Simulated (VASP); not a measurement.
# Pb (Fm-3m) in VASP: notebook

Runs on Pb. Level: PBEsol. Tasks: relaxation of cell and atoms, single point.

Everything below comes from runs of VASP 6.6.1. Logs are shortened: lines on timing, memory, paths and dates and some standing lists are left out, and cuts for length are marked.

## Step 1: The cell of the first run

The structure is cubic, space group Fm-3m (No. 225). The conventional cell has a = 4.950 Å, b = 4.950 Å, c = 4.950 Å, α = 90.00°, β = 90.00°, γ = 90.00°. Within 4.6 Å of Pb (site symmetry m-3m) lie 12 Pb at 3.50 Å.

## Step 2: Relaxation of cell and atoms, PBEsol

INCAR

```
PREC = Accurate
ENCUT = 600
EDIFF = 1E-6
ISMEAR = 0
SIGMA = 0.1
LREAL = F
LASPH = T
NELM = 100
ALGO = Normal
ISIF = 3
LWAVE = F
LCHARG = F
GGA = PS
IBRION = 2
NSW = 100
EDIFFG = -0.005
```

KPOINTS

```
regular mesh
0
Gamma
  14 14 14
```

POSCAR

```
Pb
1.0
    0.0000000000      2.4750200000      2.4750200000
    2.4750200000      0.0000000000      2.4750200000
    2.4750200000      2.4750200000      0.0000000000
Pb
1
Direct
    0.0000000000      0.0000000000      0.0000000000
```

Potentials or basis: VASP PAW PBE potentials, release 64 (Pb_d).

Command:

```bash
cat potpaw_PBE.64/Pb_d/POTCAR > POTCAR
mpirun -np 1 vasp_std > vasp.out
```

OUTCAR:

```text
PREC = Accurate
   ENCUT = 600
   EDIFF = 1E-6
   ISMEAR = 0
   LREAL = F
   LASPH = T
   NELM = 100
   ISIF = 3
   GGA = PS
   IBRION = 2
   NSW = 100
   EDIFFG = -0.005

 ion  position               nearest neighbor table
   1  0.000  0.000  0.000-

  LATTYP: Found a face centered cubic cell.
 ALAT       =     4.9500400000

  Lattice vectors:

 A1 = (   0.0000000000,   2.4750200000,   2.4750200000)
 A2 = (   2.4750200000,   0.0000000000,   2.4750200000)
 A3 = (   2.4750200000,   2.4750200000,   0.0000000000)

Analysis of symmetry for initial positions (statically):
=====================================================================
 Subroutine PRICEL returns:
 Original cell was already a primitive cell.

 Routine SETGRP: Setting up the symmetry group for a
 face centered cubic supercell.

 Subroutine GETGRP returns: Found 48 space group operations
[... 9 lines left out ...]

 Routine SETGRP: Setting up the symmetry group for a
 face centered cubic supercell.

 Subroutine GETGRP returns: Found 48 space group operations
[... 11 lines left out ...]
                                     Primitive cell

  volume of cell :      30.3226

  direct lattice vectors                    reciprocal lattice vectors
     0.000000000  2.475020000  2.475020000    -0.202018570  0.202018570  0.202018570
     2.475020000  0.000000000  2.475020000     0.202018570 -0.202018570  0.202018570
     2.475020000  2.475020000  0.000000000     0.202018570  0.202018570 -0.202018570

  length of vectors
     3.500206851  3.500206851  3.500206851     0.349906427  0.349906427  0.349906427

  position of ions in fractional coordinates (direct lattice)
     0.000000000  0.000000000  0.000000000

  ion indices of the primitive-cell ions
   primitive index   ion index
                 1           1

----------------------------------------------------------------------------------------

 KPOINTS: regular mesh

Automatic generation of k-mesh.
 Grid dimensions read from file:
 generate k-points for:   14   14   14

 Generating k-lattice:

  Cartesian coordinates                     Fractional coordinates (reciprocal lattice)
    -0.014429898  0.014429898  0.014429898     0.071428571  0.000000000  0.000000000
     0.014429898 -0.014429898  0.014429898     0.000000000  0.071428571  0.000000000
     0.014429898  0.014429898 -0.014429898     0.000000000  0.000000000  0.071428571

  Length of vectors
     0.024993316  0.024993316  0.024993316

  Shift w.r.t. Gamma in fractional coordinates (k-lattice)
     0.000000000  0.000000000  0.000000000

 Subroutine IBZKPT returns following result:
 ===========================================

 Found    104 irreducible k-points:

 Following reciprocal coordinates:
            Coordinates               Weight
  0.000000  0.000000  0.000000      1.000000
  0.071429  0.000000  0.000000      8.000000
  0.142857  0.000000  0.000000      8.000000
  0.214286  0.000000  0.000000      8.000000
  0.285714  0.000000  0.000000      8.000000
  0.357143  0.000000  0.000000      8.000000
[... 16 lines left out ...]
  0.214286  0.142857  0.000000     24.000000
  0.285714  0.142857  0.000000     24.000000
 [... further k-points ...]
   k-points           NKPTS =    104   k-points in BZ     NKDIM =    104   number of bands    NBANDS=     11
   number of dos      NEDOS =    301   number of ions     NIONS =      1
   total plane-waves  NPLWV =  21952
   dimension x,y,z NGX =    28 NGY =   28 NGZ =   28
   dimension x,y,z NGXF=    56 NGYF=   56 NGZF=   56
   ions per type =               1
   NGX,Y,Z   is equivalent  to a cutoff of  13.30, 13.30, 13.30 a.u.
   NGXF,Y,Z  is equivalent  to a cutoff of  26.60, 26.60, 26.60 a.u.
 SYSTEM =  unknown system
   PREC   = accura    normal or accurate (medium, high low for compatibility)
   ISTART =      0    job   : 0-new  1-cont  2-samecut
   ICHARG =      2    charge: 1-file 2-atom 10-const
   ISPIN  =      1    spin polarized calculation?
   LNONCOLLINEAR =      F non collinear calculations
   LSORBIT =      F    spin-orbit coupling
   LASPH  =      T    aspherical Exc in radial PAW
   ENCUT  =  600.0 eV  44.10 Ry    6.64 a.u.   6.99  6.99  6.99*2*pi/ulx,y,z
   NELM   =    100;   NELMIN=  2; NELMDL= -5     # of ELM steps
   EDIFF  = 0.1E-05   stopping-criterion for ELM
   LREAL  =      F    real-space projection
   EDIFFG = -.5E-02   stopping-criterion for IOM
   NSW    =    100    number of steps for IOM
   IBRION =      2    ionic relax: 0-MD 1-quasi-New 2-CG
   NFREE  =      1    steps in history (QN), initial steepest desc. (CG)
   ISIF   =      3    stress and relaxation
   ISYM   =      2    0-nonsym 1-usesym 2-fastsym
   POTIM  = 0.5000    time-step for ionic-motion
   TEBEG  =    0.0;   TEEND  =   0.0 temperature during run
   PSTRESS=    0.0 pullay stress
   NELECT =      14.0000    total number of electrons
   NUPDOWN=      -1.0000    fix difference up-down
   EMIN   =  10.00;   EMAX   =-10.00  energy-range for DOS
   EFERMI =   0.00;   METHOD = LEGACY
   ISMEAR =     0;   SIGMA  =   0.10  broadening in eV -4-tet -1-fermi 0-gaus
   EFERMI_NEDOS =   21; number of points for ismear=-14 and -15
   IALGO  =     38    algorithm
   IMIX   =      4    mixing-type and parameters
     AMIX     =   0.40;   BMIX     =  1.00
     AMIX_MAG =   1.60;   BMIX_MAG =  1.00
  volume/ion in A,a.u.               =      30.32       204.63
  Fermi-wavevector in a.u.,A,eV,Ry     =   1.265306  2.391081 21.782907  1.600999
  Thomas-Fermi vector in A             =   2.398566
   LORBIT       =      0    0 simple, 1 ext, 2 COOP (PROOUT), +10 PAW based schemes
   GGA     = PS    functional components
   LHFCALC =     F    Hartree Fock is set to
   AEXX    =    0.0000 exact exchange contribution
   IVDW    =     0    specifies the selected vdW correction
   LEPSILON=     F    determine dielectric tensor
   LRPA    =     F    only Hartree local field effects (RPA)
 conjugate gradient relaxation of ions
 non-spin polarized calculation
 Gauss-broadening in eV      SIGMA  =   0.10
  energy-cutoff  :      600.00
  volume of cell :       30.32
 maximum number of plane-waves:      1026
   NGX = 13   NGY = 13   NGZ = 13

--------------------------------------- Ionic step        1  -------------------------------------------

 number of electron      13.9999999 magnetization

 Free energy of the ion-electron system (eV)
  ---------------------------------------------------
  ext. energy  EPLUGINS =         0.00000000
  ---------------------------------------------------
  free energy    TOTEN  =        -4.00344796 eV

  energy without entropy =       -4.00131762  energy(sigma->0) =       -4.00238279

------------------------ aborting loop because EDIFF is reached ----------------------------------------

  FORCE on cell =-STRESS in cart. coord.  units (eV):
  Direction    XX          YY          ZZ          XY          YZ          ZX
  --------------------------------------------------------------------------------------
  -------------------------------------------------------------------------------------
  Total       -0.0834037     -0.0834037     -0.0834037     -0.0000000      0.0000000      0.0000000
  in kB       -4.4068630     -4.4068630     -4.4068630     -0.0000000      0.0000000      0.0000000
  external PRESSURE =      -4.4068630 kB  Pullay stress =       0.0000000 kB

 VOLUME and BASIS-vectors are now :
 -----------------------------------------------------------------------------
  energy-cutoff  :      600.00
  volume of cell :       30.32
      direct lattice vectors                 reciprocal lattice vectors
     0.000000000  2.475020000  2.475020000    -0.202018570  0.202018570  0.202018570
     2.475020000  0.000000000  2.475020000     0.202018570 -0.202018570  0.202018570
     2.475020000  2.475020000  0.000000000     0.202018570  0.202018570 -0.202018570

 POSITION                                       TOTAL-FORCE (eV/Angst)
 -----------------------------------------------------------------------------------
      0.00000      0.00000      0.00000         0.000000      0.000000     -0.000000
 -----------------------------------------------------------------------------------
    total drift:                               -0.000000     -0.000000     -0.000000

  FREE ENERGIE OF THE ION-ELECTRON SYSTEM (eV)
  ---------------------------------------------------
  free  energy   TOTEN  =        -4.0034479588 eV

  energy  without entropy=       -4.0013176177  energy(sigma->0) =       -4.00238279

--------------------------------------- Ionic step        2  -------------------------------------------

 number of electron      13.9999999 magnetization

------------------------ aborting loop because EDIFF is reached ----------------------------------------

  FORCE on cell =-STRESS in cart. coord.  units (eV):
  Direction    XX          YY          ZZ          XY          YZ          ZX
  --------------------------------------------------------------------------------------
  -------------------------------------------------------------------------------------
  Total        0.0266771      0.0266771      0.0266771      0.0000000      0.0000000      0.0000000
  in kB        1.4267084      1.4267084      1.4267084      0.0000000      0.0000000      0.0000000
  external PRESSURE =       1.4267084 kB  Pullay stress =       0.0000000 kB

 VOLUME and BASIS-vectors are now :
 -----------------------------------------------------------------------------
  energy-cutoff  :      600.00
  volume of cell :       29.96
      direct lattice vectors                 reciprocal lattice vectors
    -0.000000000  2.465061475  2.465061475    -0.202834698  0.202834698  0.202834698
     2.465061475 -0.000000000  2.465061475     0.202834698 -0.202834698  0.202834698
     2.465061475  2.465061475  0.000000000     0.202834698  0.202834698 -0.202834698

 POSITION                                       TOTAL-FORCE (eV/Angst)
 -----------------------------------------------------------------------------------
      2.46506      2.46506      4.93012         0.000000     -0.000000      0.000000
 -----------------------------------------------------------------------------------
    total drift:                                0.000000     -0.000000      0.000000

  FREE ENERGIE OF THE ION-ELECTRON SYSTEM (eV)
  ---------------------------------------------------
  free  energy   TOTEN  =        -4.0037999682 eV

  energy  without entropy=       -4.0017313561  energy(sigma->0) =       -4.00276566

--------------------------------------- Ionic step        3  -------------------------------------------

 number of electron      13.9999999 magnetization

 Free energy of the ion-electron system (eV)
  ---------------------------------------------------
  ext. energy  EPLUGINS =         0.00000000
  ---------------------------------------------------
  free energy    TOTEN  =        -4.00383440 eV

  energy without entropy =       -4.00175124  energy(sigma->0) =       -4.00279282

 E-fermi :   7.2376     XC(G=0): -10.3856

 val. band max:        7.2350841396   @ k =  -0.2857   0.2857   0.0714
 cond. band min:       7.2523288685   @ k =   0.3571   0.2143   0.0000
 fundamental gap:      0.0172447289
 Fermi energy:         7.2375790527

 k-point     1 :       0.0000    0.0000    0.0000
  band No.  band energies     occupation
      1      -9.7890      2.00000
      2      -9.7890      2.00000
      3      -9.7890      2.00000
      4      -9.6430      2.00000
      5      -9.6430      2.00000
      6      -4.6272      2.00000
      7      14.6891      0.00000
      8      14.6891      0.00000
      9      14.6891      0.00000
     10      16.9738      0.00000
     11      18.6383      0.00000
[... 309 lines left out ...]
 k-point    24 :       0.2857    0.1429    0.0000
  band No.  band energies     occupation
      1      -9.8321      2.00000
      2      -9.7290      2.00000
      3      -9.6996      2.00000
      4      -9.6565      2.00000
      5      -9.5713      2.00000
      6      -3.1779      2.00000
      7       8.4613      0.00000
      8      11.9648      0.00000
      9      12.2249      0.00000
     10      15.6529      0.00000
     11      17.2737      0.00000

 [... further k-points ...]
[... 5 lines left out ...]
  --------------------------------------------------------------------------------------
  -------------------------------------------------------------------------------------
  Total        0.0004200      0.0004200      0.0004200      0.0000000     -0.0000000      0.0000000
  in kB        0.0223992      0.0223992      0.0223992      0.0000000     -0.0000000      0.0000000
  external PRESSURE =       0.0223992 kB  Pullay stress =       0.0000000 kB

 VOLUME and BASIS-vectors are now :
 -----------------------------------------------------------------------------
  energy-cutoff  :      600.00
  volume of cell :       30.04
      direct lattice vectors                 reciprocal lattice vectors
    -0.000000000  2.467397008  2.467397008    -0.202642703  0.202642703  0.202642703
     2.467397008 -0.000000000  2.467397008     0.202642703 -0.202642703  0.202642703
     2.467397008  2.467397008  0.000000000     0.202642703  0.202642703 -0.202642703

 POSITION                                       TOTAL-FORCE (eV/Angst)
 -----------------------------------------------------------------------------------
      0.00000      0.00000      0.00000         0.000000      0.000000     -0.000000
 -----------------------------------------------------------------------------------
    total drift:                               -0.000000     -0.000000     -0.000000

  FREE ENERGIE OF THE ION-ELECTRON SYSTEM (eV)
  ---------------------------------------------------
  free  energy   TOTEN  =        -4.0038343971 eV

  energy  without entropy=       -4.0017512370  energy(sigma->0) =       -4.00279282

 reached required accuracy - stopping structural energy minimisation
```

Wall time 37 s (1 thread of Intel Xeon Platinum 8488C (Sapphire Rapids), shared host); peak memory 0.19 GiB.

Results:

```yaml
Free_energy: -4.0038 eV
Relaxed_volume: 30.04 Å³/atom
Relaxed_cell: a = 3.489 Å, b = 3.489 Å, c = 3.489 Å, α = 60.00°, β = 60.00°, γ = 60.00°
Space_group_after_relaxing_to_0.05_Å: Fm-3m (No. 225)
Energy_gained_by_relaxing: 0.4 meV/atom
Ionic_steps: 3
Pressure_after_relaxing: 0.0 GPa
Band_gap_on_the_k_mesh: zero (band 7 reaches 14.69 eV, above the bottom of band 8 at 5.61 eV)
```

The path:
```
step  energy change (eV)  largest force (eV/Å)  pressure (GPa)  volume (Å³)
   1              0.0000                0.0000           -0.44        30.32
   2             -0.0004                0.0000            0.14        29.96
   3             -0.0004                0.0000            0.00        30.04
```

Final structure:
```xyz
1
Lattice="0.0000 2.4674 2.4674 2.4674 0.0000 2.4674 2.4674 2.4674 0.0000" Properties=species:S:1:pos:R:3 pbc="T T T"
Pb    0.0000    0.0000    0.0000
```

Caveat: the PAW data sets were made with another functional, which shifts forces and pressure a little; spin-orbit coupling is left out, which moves the levels of the heavy elements.

## Step 3: Single point, PBEsol (volume scaled by 0.94)

INCAR

```
SYSTEM = Pb
PREC = Accurate ; ENCUT = 520
EDIFF = 1E-6 ; ISMEAR = 0
SIGMA = 0.1 ; LREAL = .FALSE.
LASPH = .TRUE. ; NELM = 60
ALGO = Normal ; ISIF = 2
LWAVE = .FALSE. ; LCHARG = .FALSE.
GGA = PS ; NBANDS = 13
```

KPOINTS

```
regular mesh
0
G
  14 14 14
  0 0 0
```

POSCAR

```
Pb
1.0
    0.0000000000      2.4165483095      2.4165483095
    2.4165483095      0.0000000000      2.4165483095
    2.4165483095      2.4165483095      0.0000000000
Pb
1
Direct
    0.0000000000      0.0000000000      0.0000000000
```

Potentials or basis: VASP PAW PBE potentials, release 64 (Pb_d).

Command:

```bash
cat potpaw_PBE.64/Pb_d/POTCAR > POTCAR
mpirun -np 1 vasp_std > vasp.out
```

Run time: 54 s. Hardware: 1 thread of AMD EPYC 7R13 (Zen 3), shared host; peak memory 0.14 GiB.

The run converged. Its results:

| Item | Value |
| --- | --- |
| Free energy | -3.9849 eV |
| Pressure | 3.4 GPa |
| Band gap on the k mesh | zero (band 7 reaches 15.92 eV, above the bottom of band 8 at 6.21 eV) |

Levels at points of the mesh, in eV from the Fermi level:
```csv
k point,band 3,band 4,band 5,band 6,band 7,band 8,band 9,band 10,band 11,band 12
"(0.00, 0.00, 0.00)",-17.11,-16.93,-16.93,-12.34,7.93,7.93,7.93,9.74,12.18,12.97
"(0.50, 0.00, 0.00)",-17.10,-16.77,-16.77,-8.27,-4.65,5.92,5.92,9.21,10.07,11.58
"(0.50, 0.50, 0.00)",-16.78,-16.72,-16.72,-6.68,-3.64,2.05,2.05,5.53,6.83,18.61
```

Caveat: the cell differs from its parent crystal (volume scaled by 0.94); the PAW data sets were made with another functional, which shifts forces and pressure a little; spin-orbit coupling is left out, which moves the levels of the heavy elements.
